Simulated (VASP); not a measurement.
# CO2 (Pa-3) in VASP: further runs

CO2 is run at these levels: PBE; tasks: single point, relaxation of cell and atoms.

Everything below comes from runs of VASP 6.6.1. Logs are shortened: lines on timing, memory, paths and dates and some standing lists are left out, and cuts for length are marked.

### Step 1. The cell of the first run

Symmetry: Pa-3, No. 205, cubic system. The conventional cell has a = 6.058 Å, b = 6.058 Å, c = 6.058 Å, α = 90.00°, β = 90.00°, γ = 90.00°. C (site symmetry -3) has 2 O at 1.17 Å within 1.6 Å. O (site symmetry 3) has 1 C at 1.17 Å within 1.6 Å.

### Step 2. Single point, PBE

Contents of INCAR:

```
  PREC = Accurate
  ENCUT = 520
  EDIFF = 1E-6
  ISMEAR = 0
  SIGMA = 0.02
  LREAL = F
  LASPH = T
  NELM = 100
  ALGO = Normal
  ISIF = 2
  LWAVE = F
  LCHARG = F
  GGA = PE
  NBANDS = 44
```

Contents of KPOINTS:

```
Automatic mesh
0
Gamma
  4 4 4
```

Contents of POSCAR:

```
CO2
1.0
    6.0577362522      0.0000000000      0.0000000000
    0.0000000000      6.0577362522      0.0000000000
    0.0000000000      0.0000000000      6.0577362522
C O
4 8
Direct
    0.0000000000      0.0000000000      0.0000000000
    0.5000000000      0.0000000000      0.5000000000
    0.5000000000      0.5000000000      0.0000000000
    0.0000000000      0.5000000000      0.5000000000
    0.1114834447      0.1114834447      0.1114834447
    0.3885165553      0.8885165553      0.6114834447
    0.6114834447      0.3885165553      0.8885165553
    0.8885165553      0.6114834447      0.3885165553
    0.8885165553      0.8885165553      0.8885165553
    0.6114834447      0.1114834447      0.3885165553
    0.3885165553      0.6114834447      0.1114834447
    0.1114834447      0.3885165553      0.6114834447
```

Potentials or basis: VASP PAW PBE potentials, release 64 (C, O).

Started as:

```console
$ cat potpaw_PBE.64/C/POTCAR potpaw_PBE.64/O/POTCAR > POTCAR
$ mpirun -np 1 vasp_std > vasp.out
```

OUTCAR:

```text
PREC = Accurate
   ENCUT = 520
   EDIFF = 1E-6
   ISMEAR = 0
   LREAL = F
   LASPH = T
   NELM = 100
   ISIF = 2
   GGA = PE

 ion  position               nearest neighbor table
   1  0.000  0.000  0.000-   5 1.17   9 1.17
   2  0.500  0.000  0.500-   6 1.17  10 1.17
   3  0.500  0.500  0.000-   7 1.17  11 1.17
   4  0.000  0.500  0.500-   8 1.17  12 1.17
   5  0.111  0.111  0.111-   1 1.17
   6  0.389  0.889  0.611-   2 1.17
   7  0.611  0.389  0.889-   3 1.17
   8  0.889  0.611  0.389-   4 1.17
   9  0.889  0.889  0.889-   1 1.17
  10  0.611  0.111  0.389-   2 1.17
  11  0.389  0.611  0.111-   3 1.17
  12  0.111  0.389  0.611-   4 1.17

  LATTYP: Found a simple cubic cell.
 ALAT       =     6.0577362522

  Lattice vectors:

 A1 = (   6.0577362522,   0.0000000000,   0.0000000000)
 A2 = (   0.0000000000,   6.0577362522,   0.0000000000)
 A3 = (   0.0000000000,   0.0000000000,   6.0577362522)

Analysis of symmetry for initial positions (statically):
=====================================================================
 Subroutine PRICEL returns:
 Original cell was already a primitive cell.

 Routine SETGRP: Setting up the symmetry group for a
 simple cubic supercell.

 Subroutine GETGRP returns: Found 24 space group operations
 (whereof  6 operations were pure point group operations)
 out of a pool of 48 trial point group operations.

The static configuration has the point symmetry S_6 .
 The point group associated with its full space group is T_h .

Analysis of symmetry for dynamics (positions and initial velocities):
=====================================================================
 Subroutine PRICEL returns:
 Original cell was already a primitive cell.

 Routine SETGRP: Setting up the symmetry group for a
 simple cubic supercell.

 Subroutine GETGRP returns: Found 24 space group operations
 (whereof  6 operations were pure point group operations)
 out of a pool of 48 trial point group operations.

The dynamic configuration has the point symmetry S_6 .
 The point group associated with its full space group is T_h .

[... 107 lines left out ...]
   NSW    =      0    number of steps for IOM
   IBRION =     -1    ionic relax: 0-MD 1-quasi-New 2-CG
   NFREE  =      0    steps in history (QN), initial steepest desc. (CG)
   ISIF   =      2    stress and relaxation
   ISYM   =      2    0-nonsym 1-usesym 2-fastsym
   POTIM  = 0.5000    time-step for ionic-motion
   TEBEG  =    0.0;   TEEND  =   0.0 temperature during run
   PSTRESS=    0.0 pullay stress
   NELECT =      64.0000    total number of electrons
   NUPDOWN=      -1.0000    fix difference up-down
   EMIN   =  10.00;   EMAX   =-10.00  energy-range for DOS
   EFERMI =   0.00;   METHOD = LEGACY
   ISMEAR =     0;   SIGMA  =   0.02  broadening in eV -4-tet -1-fermi 0-gaus
   EFERMI_NEDOS =   21; number of points for ismear=-14 and -15
   IALGO  =     38    algorithm
   IMIX   =      4    mixing-type and parameters
     AMIX     =   0.40;   BMIX     =  1.00
     AMIX_MAG =   1.60;   BMIX_MAG =  1.00
  volume/ion in A,a.u.               =      18.52       125.01
  Fermi-wavevector in a.u.,A,eV,Ry     =   1.080997  2.042788 15.899147  1.168554
  Thomas-Fermi vector in A             =   2.217002
   LORBIT       =      0    0 simple, 1 ext, 2 COOP (PROOUT), +10 PAW based schemes
   GGA     = PE    functional components
   LHFCALC =     F    Hartree Fock is set to
   AEXX    =    0.0000 exact exchange contribution
   IVDW    =     0    specifies the selected vdW correction
   LEPSILON=     F    determine dielectric tensor
   LRPA    =     F    only Hartree local field effects (RPA)
 non-spin polarized calculation
 Gauss-broadening in eV      SIGMA  =   0.02
  energy-cutoff  :      520.00
  volume of cell :      222.30
 maximum number of plane-waves:      6031
 NGX is ok and might be reduce to    48
   NGX = 23   NGY = 23   NGZ = 23

 number of electron      64.0000001 magnetization

 Free energy of the ion-electron system (eV)
  ---------------------------------------------------
  ext. energy  EPLUGINS =         0.00000000
  ---------------------------------------------------
  free energy    TOTEN  =       -92.26756148 eV

  energy without entropy =      -92.26756148  energy(sigma->0) =      -92.26756148

 E-fermi :  -4.7464     XC(G=0):  -6.8756

 val. band max:       -4.8302723749   @ k =   0.0000   0.0000   0.0000
 cond. band min:       1.7904458716   @ k =   0.0000   0.0000   0.0000
 fundamental gap:      6.6207182464
 Fermi energy:        -4.7464066071

 k-point     1 :       0.0000    0.0000    0.0000
  band No.  band energies     occupation
      1     -25.1962      2.00000
      2     -25.1104      2.00000
      3     -25.1104      2.00000
      4     -25.1104      2.00000
      5     -24.1386      2.00000
      6     -24.1386      2.00000
[... 506 lines left out ...]
     43       4.3809      0.00000
     44       4.3809      0.00000

------------------------ aborting loop because EDIFF is reached ----------------------------------------

  FORCE on cell =-STRESS in cart. coord.  units (eV):
  Direction    XX          YY          ZZ          XY          YZ          ZX
  --------------------------------------------------------------------------------------
  -------------------------------------------------------------------------------------
  Total        1.6794990      1.6794990      1.6794990      0.0000000      0.0000000      0.0000000
  in kB       12.1048453     12.1048453     12.1048453      0.0000000      0.0000000      0.0000000
  external PRESSURE =      12.1048453 kB  Pullay stress =       0.0000000 kB

 VOLUME and BASIS-vectors are now :
 -----------------------------------------------------------------------------
  energy-cutoff  :      520.00
  volume of cell :      222.30
      direct lattice vectors                 reciprocal lattice vectors
     6.057736252  0.000000000  0.000000000     0.165078168  0.000000000  0.000000000
     0.000000000  6.057736252  0.000000000     0.000000000  0.165078168  0.000000000
     0.000000000  0.000000000  6.057736252     0.000000000  0.000000000  0.165078168

 POSITION                                       TOTAL-FORCE (eV/Angst)
 -----------------------------------------------------------------------------------
      0.00000      0.00000      0.00000         0.000000      0.000000      0.000000
      3.02887      0.00000      3.02887         0.000000      0.000000      0.000000
      3.02887      3.02887      0.00000         0.000000      0.000000      0.000000
      0.00000      3.02887      3.02887         0.000000      0.000000      0.000000
      0.67534      0.67534      0.67534         0.368200      0.368200      0.368200
      2.35353      5.38240      3.70421        -0.368200     -0.368200      0.368200
      3.70421      2.35353      5.38240         0.368200     -0.368200     -0.368200
      5.38240      3.70421      2.35353        -0.368200      0.368200     -0.368200
      5.38240      5.38240      5.38240        -0.368200     -0.368200     -0.368200
      3.70421      0.67534      2.35353         0.368200      0.368200     -0.368200
      2.35353      3.70421      0.67534        -0.368200      0.368200      0.368200
      0.67534      2.35353      3.70421         0.368200     -0.368200      0.368200
 -----------------------------------------------------------------------------------
    total drift:                               -0.000000      0.000000      0.000000

  FREE ENERGIE OF THE ION-ELECTRON SYSTEM (eV)
  ---------------------------------------------------
  free  energy   TOTEN  =       -92.2675614759 eV

  energy  without entropy=      -92.2675614759  energy(sigma->0) =      -92.26756148
```

Wall time 2 min (1 thread of Oxide Virtual Turin-like, shared host); peak memory 0.31 GiB.

Results:

| Property | Result |
| --- | --- |
| Free energy | -92.2676 eV |
| Pressure | 1.2 GPa |
| Largest force | 0.638 eV/Å |
| Band gap on the k mesh | 6.62 eV, direct |

Forces on the atoms (eV/Å):
```
C    0.000  0.000  0.000
C    0.000  0.000  0.000
C    0.000  0.000  0.000
C    0.000  0.000  0.000
O    0.368  0.368  0.368
O   -0.368 -0.368  0.368
O    0.368 -0.368 -0.368
O   -0.368  0.368 -0.368
O   -0.368 -0.368 -0.368
O    0.368  0.368 -0.368
O   -0.368  0.368  0.368
O    0.368 -0.368  0.368
```

Levels at points of the mesh, in eV from the valence-band top:
| k point | band 30 | band 31 | band 32 | band 33 | band 34 | band 35 |
| --- | --- | --- | --- | --- | --- | --- |
| (0.00, 0.00, 0.00) | -0.11 | 0.00 | 0.00 | 6.62 | 8.21 | 8.21 |
| (0.50, 0.00, 0.00) | -0.17 | -0.05 | -0.05 | 7.90 | 7.90 | 8.15 |
| (0.50, 0.50, 0.00) | -0.16 | -0.16 | -0.16 | 8.12 | 8.12 | 8.12 |
| (0.50, 0.50, 0.50) | -0.18 | -0.18 | -0.18 | 8.17 | 8.17 | 8.17 |

A k mesh can miss the band edges. Expect the measured gap to be larger: semilocal functionals such as PBE lack the derivative discontinuity.

### Step 3. Single point, PBE

Contents of INCAR:

```
SYSTEM = CO2
PREC = Accurate
ENCUT = 520
EDIFF = 1E-7
ISMEAR = 0
SIGMA = 0.05
LREAL = .FALSE.
LASPH = .TRUE.
NELM = 100
ALGO = Normal
ISIF = 2
LWAVE = .FALSE.
LCHARG = .FALSE.
GGA = PE
NBANDS = 44
```

Contents of KPOINTS:

```
Automatic mesh
0
G
  4 4 4
  0 0 0
```

POSCAR is that of step 2.

Potentials or basis: VASP PAW PBE potentials, release 64 (C, O).

Started as:

```console
$ cat potpaw_PBE.64/C/POTCAR potpaw_PBE.64/O/POTCAR > POTCAR
$ mpirun -np 1 vasp_std > vasp.out
```

Run time: 2.1 min. Hardware: 1 thread of Oxide Virtual Turin-like, shared host; peak memory 0.31 GiB.

The run converged. Its results:

```yaml
Free_energy: -92.2676 eV
Pressure: 1.2 GPa
Largest_force: 0.639 eV/Å
Band_gap_on_the_k_mesh: 6.62 eV, direct
```

Forces on the atoms (eV/Å):
```
C    0.000  0.000  0.000
C    0.000  0.000  0.000
C    0.000  0.000  0.000
C    0.000  0.000  0.000
O    0.369  0.369  0.369
O   -0.369 -0.369  0.369
O    0.369 -0.369 -0.369
O   -0.369  0.369 -0.369
O   -0.369 -0.369 -0.369
O    0.369  0.369 -0.369
O   -0.369  0.369  0.369
O    0.369 -0.369  0.369
```

Levels at points of the mesh, in eV from the valence-band top:
```
           k point  band 30  band 31  band 32  band 33  band 34  band 35
(0.00, 0.00, 0.00)    -0.11     0.00     0.00     6.62     8.21     8.21
(0.50, 0.00, 0.00)    -0.17    -0.05    -0.05     7.90     7.90     8.15
(0.50, 0.50, 0.00)    -0.16    -0.16    -0.16     8.12     8.12     8.12
(0.50, 0.50, 0.50)    -0.18    -0.18    -0.18     8.17     8.17     8.17
```

A k mesh can miss the band edges.

### Step 4. Relaxation of cell and atoms, PBE

This run uses another cell than the first one, of 17.81 Å³/atom, 0.961 times its volume.

Contents of INCAR:

```
SYSTEM = CO2
ALGO     = Normal         ! electronic algorithm
EDIFF    = 1E-6           ! SCF threshold, eV
EDIFFG   = -0.005         ! ionic threshold
ENCUT    = 600            ! plane-wave cutoff, eV
GGA      = PE             ! functional
IBRION   = 2              ! ionic algorithm
ISIF     = 3              ! what is computed and relaxed
ISMEAR   = 0              ! smearing method
LASPH    = .True.         ! aspherical terms in the spheres
LCHARG   = .False.        ! write CHGCAR
LREAL    = .False.        ! projectors in reciprocal space
LWAVE    = .False.        ! write WAVECAR
NELM     = 100            ! most SCF steps
NSW      = 100            ! ionic steps
PREC     = Accurate       ! precision mode
SIGMA    = 0.02           ! smearing width, eV
```

Contents of KPOINTS:

```
k-points
0
Gamma
  4 4 4
  0 0 0
```

Contents of POSCAR:

```
CO2
1.0
    5.9784477763      0.0000000000      0.0000000000
    0.0000000000      5.9784477763      0.0000000000
    0.0000000000      0.0000000000      5.9784477763
C O
4 8
Direct
    0.0000000000      0.0000000000      0.0000000000
    0.5000000000      0.0000000000      0.5000000000
    0.5000000000      0.5000000000      0.0000000000
    0.0000000000      0.5000000000      0.5000000000
    0.1129251427      0.1129251427      0.1129251427
    0.3870748573      0.8870748573      0.6129251427
    0.6129251427      0.3870748573      0.8870748573
    0.8870748573      0.6129251427      0.3870748573
    0.8870748573      0.8870748573      0.8870748573
    0.6129251427      0.1129251427      0.3870748573
    0.3870748573      0.6129251427      0.1129251427
    0.1129251427      0.3870748573      0.6129251427
```

Started as:

```console
$ cat potpaw_PBE.64/C/POTCAR potpaw_PBE.64/O/POTCAR > POTCAR
$ mpirun -np 1 vasp_std > vasp.out
```

Run time: 14 min. Hardware: 1 thread of Oxide Virtual Turin-like, shared host; peak memory 0.33 GiB.

The run converged. Its results:

* Free energy: -92.3282 eV
* Relaxed volume: 16.67 Å³/atom
* Relaxed cell: a = 5.849 Å, b = 5.849 Å, c = 5.849 Å, α = 90.00°, β = 90.00°, γ = 90.00°
* Space group after relaxing (to 0.05 Å): Pa-3 (No. 205)
* Energy gained by relaxing: 2.2 meV/atom
* Ionic steps: 13
* Pressure after relaxing: 0.0 GPa
* Band gap on the k mesh: 6.63 eV, direct

Step by step:
```csv
step,energy change (eV),largest force (eV/Å),pressure (GPa),volume (Å³)
1,0.0000,0.6351,1.25,213.68
2,0.3931,2.9761,-7.22,217.99
3,-0.0144,0.0048,-0.22,214.33
4,-0.0144,0.0194,-0.19,214.32
5,-0.0144,0.0312,-0.17,214.30
6,-0.0151,0.0292,-0.16,213.79
7,-0.0172,0.0260,-0.15,212.24
8,-0.0208,0.0210,-0.12,209.16
9,-0.0253,0.0216,-0.02,203.10
10,-0.0198,0.0632,0.40,191.33
11,-0.0259,0.0597,0.14,200.14
12,-0.0197,0.4006,-0.98,199.56
13,-0.0260,0.0004,0.00,200.06
```

Final structure:
```xyz
12
Lattice="5.8486 0.0000 0.0000 0.0000 5.8486 0.0000 0.0000 0.0000 5.8486" Properties=species:S:1:pos:R:3 pbc="T T T"
C     0.0000    0.0000    0.0000
C     2.9243    0.0000    2.9243
C     2.9243    2.9243    0.0000
C     0.0000    2.9243    2.9243
O     0.6784    0.6784    0.6784
O     2.2459    5.1702    3.6027
O     3.6027    2.2459    5.1702
O     5.1702    3.6027    2.2459
O     5.1702    5.1702    5.1702
O     3.6027    0.6784    2.2459
O     2.2459    3.6027    0.6784
O     0.6784    2.2459    3.6027
```

Levels at points of the mesh, in eV from the valence-band top:
| k point | band 30 | band 31 | band 32 | band 33 | band 34 | band 35 |
| --- | --- | --- | --- | --- | --- | --- |
| (0.00, 0.00, 0.00) | -0.14 | 0.00 | 0.00 | 6.63 | 8.02 | 8.02 |
| (0.50, 0.00, 0.00) | -0.22 | -0.06 | -0.06 | 7.97 | 7.97 | 8.00 |
| (0.50, 0.50, 0.00) | -0.21 | -0.21 | -0.21 | 7.95 | 7.95 | 7.95 |
| (0.50, 0.50, 0.50) | -0.23 | -0.23 | -0.23 | 7.98 | 7.98 | 7.98 |

A k mesh can miss the band edges.

### Step 5. Overview

| task | cell | cutoff (eV) | smearing | gap on the mesh (eV) | pressure (GPa) | largest force (eV/Å) |
| --- | --- | --- | --- | --- | --- | --- |
| single point | a = 6.058 Å, 12 atoms | 520 | gaussian 0.02 eV | 6.62 | 1.2 | 0.64 |
| single point | a = 6.058 Å, 12 atoms | 520 | gaussian 0.05 eV | 6.62 | 1.2 | 0.64 |
| relaxation of cell and atoms | relaxed from a = 5.978 Å, 12 atoms | 600 | gaussian 0.02 eV | 6.63 | 0.0 | - |

Alike in all rows: level PBE; potentials or basis VASP PAW PBE potentials, release 64 (C, O); no spin polarisation; k mesh 4 × 4 × 4.

Total energies depend on the potentials used, so only differences within one code and one set of settings carry meaning.
